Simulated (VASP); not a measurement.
Runs of VASP 6.6.1 on Ni. The structure is that of space group Fm-3m (No. 225), or close to it. The cells are those of the table. 

```tsv
cell	k mesh for the DOS	occupations for the DOS	gap on the mesh (eV)	pressure (GPa)	moment (μB)
a = 2.488 Å, angles 60.0°, 1 atom	30 × 30 × 30	tetrahedron	-	-	0.63
a = 2.463 Å, angles 60.0°, 1 atom	-	-	none	(b)	0.62
a = 2.568 Å, angles 60.0°, 1 atom	-	-	none	-14.9	0.64
a = 2.488 Å, angles 60.0°, 1 atom	-	-	none	(c)	0.63
a = 2.513 Å, angles 60.0°, 1 atom	-	-	none	(a)	0.63
a = 2.411 Å, angles 60.0°, 1 atom	-	-	none	23.2	0.61
a = 2.537 Å, angles 60.0°, 1 atom	-	-	none	-10.0	0.64
a = 2.437 Å, angles 60.0°, 1 atom	-	-	none	14.0	0.62
a = 2.384 Å, angles 60.0°, 1 atom	-	-	none	34.3	0.61
```

Alike in all rows: task single point; level PBE; potentials or basis VASP PAW PBE potentials, release 64 (Ni); spin collinear, ferromagnetic start; k mesh 20 × 20 × 20; cutoff (eV) 520; smearing gaussian 0.1 eV.

**Question.** Fill in the values left out.

**Answer.** (a) -5.5; (b) 6.4; (c) 0.0.

Caveats: the cell stands under pressure (at least some runs); the cell stands under tension (at least some runs).

A gap of «none» marks levels without a gap at the run's occupations.
